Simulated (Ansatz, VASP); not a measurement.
## Ni in VASP and in Ansatz

```
CELL_PARAMETERS angstrom
0.00000 1.77580 1.77580
1.77580 0.00000 1.77580
3.55160 3.55160 0.00000
ATOMIC_POSITIONS crystal
Ni 0.00000 0.00000 0.00000
Ni 0.00000 0.00000 0.50000
```

Alike in both runs: task single point; functional LDA; k mesh 12 × 12 × 6; occupations fermi-dirac, width 0.1 eV; collinear spin.

```csv
,VASP,Ansatz
version,VASP 6.6.1,Ansatz 0.2.0
potentials or method,"VASP PAW LDA potentials, release 64 (Ni), cutoff 520 eV","PAW, plane waves, scalar-relativistic"
valence electrons in the cell,20,36
```

VASP gave:

```
pressure (GPa)                                                : -20.9
net moment per atom (μB)                                      : 0.58
size of the moment on the site where the two differ most (μB) : 0.58
```

Q: Which values does Ansatz return?

A: Pressure (GPa): -21.0; net moment per atom (μB): 0.62; size of the moment on the site where the two differ most (μB): 0.65.

LDA's correlation is that of Perdew and Zunger in VASP and of Perdew and Wang (1992) in Ansatz. Site moments also hang on the region over which each program counts them. VASP's potentials hold 20 valence electrons a cell and Ansatz's 36, so a difference there can come from the potentials and not from the codes.
